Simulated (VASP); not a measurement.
Input of a VASP 6.6.1 run:

Contents of INCAR:

```
PREC     = Accurate       # precision mode
ENCUT    = 1300           # plane-wave cutoff, eV
EDIFF    = 1E-6           # SCF threshold, eV
ISMEAR   = -1             # smearing method
SIGMA    = 0.05           # smearing width, eV
LREAL    = False          # projectors in reciprocal space
LASPH    = True           # aspherical terms in the spheres
NELM     = 200            # most SCF steps
ALGO     = Normal         # electronic algorithm
ISIF     = 2              # what is computed and relaxed
LWAVE    = False          # write WAVECAR
LCHARG   = False          # write CHGCAR
LMAXMIX  = 4              # l up to which the mixer works
LDAU     = True           # DFT+U
LDAUTYPE = 2            
LDAUL    = 2 -1           # shell
LDAUU    = 3 0            # U, eV
LDAUJ    = 0 0          
LDAUPRINT= 1            
GGA      = PS             # functional
NBANDS   = 15             # bands
GGA_COMPAT= False
```

File KPOINTS:

```
regular mesh
0
Gamma
  11 11 11
```

POSCAR

```
TiC
1.0
    0.0000000000      2.1601819759      2.1601819759
    2.1601819759      0.0000000000      2.1601819759
    2.1601819759      2.1601819759      0.0000000000
Ti C
1 1
Direct
    0.0000000000      0.0000000000      0.0000000000
    0.5000000000      0.5000000000      0.5000000000
```

Potentials or basis: VASP PAW PBE potentials, release 64 (Ti_sv, C_h).

Launch:

```sh
$ cat potpaw_PBE.64/Ti_sv/POTCAR potpaw_PBE.64/C_h/POTCAR > POTCAR
$ mpirun -np 1 vasp_std > vasp.out
```

Task: Predict the pressure.

Result: 4.1 GPa.

Task: What does it give for the band gap on the k mesh?

Result: Zero (bands 8 and 9 overlap by 1.40 eV).

Eigenvalues of the final occupation matrices:
```csv
site,spin,trace,eigenvalues
site 1 d,1,0.95,0.13 0.13 0.13 0.28 0.28
site 1 d,2,0.95,0.13 0.13 0.13 0.28 0.28
```

Caveat: the cell stands under pressure; the PAW data sets were made with another functional, which shifts forces and pressure a little; U without spin polarisation on a metal has little footing; the U is typed as a test and isn't derived for this compound.
